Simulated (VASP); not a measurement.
Input of a VASP 6.6.1 run:

Contents of INCAR:

```
SYSTEM = LuH2
PREC     = Accurate       ! precision mode
ENCUT    = 600            ! plane-wave cutoff, eV
EDIFF    = 1E-6           ! SCF threshold, eV
ISMEAR   = -1             ! smearing method
SIGMA    = 0.1            ! smearing width, eV
LREAL    = .FALSE.        ! projectors in reciprocal space
LASPH    = .TRUE.         ! aspherical terms in the spheres
NELM     = 80             ! most SCF steps
ALGO     = Normal         ! electronic algorithm
ISIF     = 3              ! what is computed and relaxed
LWAVE    = .FALSE.        ! write WAVECAR
LCHARG   = .FALSE.        ! write CHGCAR
GGA      = PS             ! functional
IBRION   = 2              ! ionic algorithm
NSW      = 100            ! ionic steps
EDIFFG   = -0.002         ! ionic threshold
PSTRESS  = 150.0
```

File KPOINTS:

```
regular mesh
0
G
  14 14 14
  0 0 0
```

POSCAR

```
LuH2
1.0
    0.0000000000      2.4795139380      2.4795139380
    2.4795139380      0.0000000000      2.4795139380
    2.4795139380      2.4795139380      0.0000000000
Lu H
1 2
Direct
    0.0000000000      0.0000000000      0.0000000000
    0.2500000000      0.2500000000      0.2500000000
    0.7500000000      0.7500000000      0.7500000000
```

Potentials or basis: VASP PAW PBE potentials, release 64 (Lu, H).

The run is started by

```sh
$ cat potpaw_PBE.64/Lu/POTCAR potpaw_PBE.64/H/POTCAR > POTCAR
$ mpirun -np 1 vasp_std > vasp.out
```

Task: Estimate the relaxed volume.

Result: 9.04 Å³/atom.

Task: What does it give for the space group after relaxing (to 0.1 Å)?

Result: Fm-3m (No. 225).

The path:
```tsv
step	energy change (eV)	largest force (eV/Å)	pressure (GPa)	volume (Å³)
1	0.0000	0.0000	0.36	30.49
2	0.2048	0.0000	17.56	26.57
3	0.1546	0.0000	15.56	27.05
4	0.1444	0.0000	14.75	27.16
5	0.1444	0.0000	14.82	27.16
6	0.1446	0.0000	14.81	27.16
7	0.1446	0.0000	14.71	27.16
8	0.1446	0.0000	14.71	27.16
9	0.1447	0.0000	14.74	27.16
10	0.1447	0.0000	14.77	27.16
11	0.1447	0.0000	14.85	27.16
12	0.1448	0.0000	14.86	27.16
13	0.1451	0.0000	14.83	27.15
14	0.1455	0.0000	14.78	27.15
15	0.1464	0.0000	14.91	27.14
16	0.1482	0.0000	14.93	27.12
17	0.1517	0.0000	15.15	27.08
18	0.1493	0.0000	15.11	27.11
19	0.1486	0.0000	15.05	27.11
20	0.1484	0.0000	14.98	27.12
```

Caveat: the cell is relaxed towards a set pressure, so the run minimises the enthalpy, not the energy; the PAW data sets were made with another functional, which shifts forces and pressure a little.
